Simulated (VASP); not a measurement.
Wanted: the native input for a VASP 6.6.1 run.

```
Task                   : single point
Functional             : PBE
Dispersion             : D3(BJ)
Potentials or basis    : VASP PAW PBE potentials, release 64 (Mg, O)
Cutoff                 : 600 eV
k mesh                 : 10 × 10 × 10
Occupations            : gaussian, width 0.02 eV
Spin                   : no spin polarisation
Dipole correction      : no
Further INCAR settings : ALGO = Normal; EDIFF = 1e-06; NBANDS = 11
```

The structure of MgO lies in POSCAR:

```
MgO
1.0
    0.0000000000      2.1420908079      2.1420908079
    2.1420908079      0.0000000000      2.1420908079
    2.1420908079      2.1420908079      0.0000000000
Mg O
1 1
Direct
    0.0000000000      0.0000000000      0.0000000000
    0.5000000000      0.5000000000      0.5000000000
```

One way to write it, as run:

INCAR

```
SYSTEM = MgO
PREC     = Accurate       ! precision mode
ENCUT    = 600            ! plane-wave cutoff, eV
EDIFF    = 1E-6           ! SCF threshold, eV
ISMEAR   = 0              ! smearing method
SIGMA    = 0.02           ! smearing width, eV
LREAL    = .FALSE.        ! projectors in reciprocal space
LASPH    = .TRUE.         ! aspherical terms in the spheres
NELM     = 120            ! most SCF steps
ALGO     = Normal         ! electronic algorithm
ISIF     = 2              ! what is computed and relaxed
LWAVE    = .FALSE.        ! write WAVECAR
LCHARG   = .FALSE.        ! write CHGCAR
GGA      = PE             ! functional
IVDW     = 12             ! dispersion correction
NBANDS   = 11             ! bands
GGA_COMPAT= .FALSE.
```

KPOINTS

```
Automatic mesh
0
G
  10 10 10
  0 0 0
```

Potentials or basis: VASP PAW PBE potentials, release 64 (Mg, O).

The run is started by

```console
$ cat potpaw_PBE.64/Mg/POTCAR potpaw_PBE.64/O/POTCAR > POTCAR
$ mpirun -np 1 vasp_std > vasp.out
```

Results of the run:

```yaml
Pressure: -8.7 GPa
Band_gap_on_the_k_mesh: 4.25 eV, direct
Dispersion_energy_per_atom: -0.278 eV
```

It used 14 s of CPU time on 1 thread of AMD EPYC 7R13 Processor (Zen 3), with other jobs on the host.
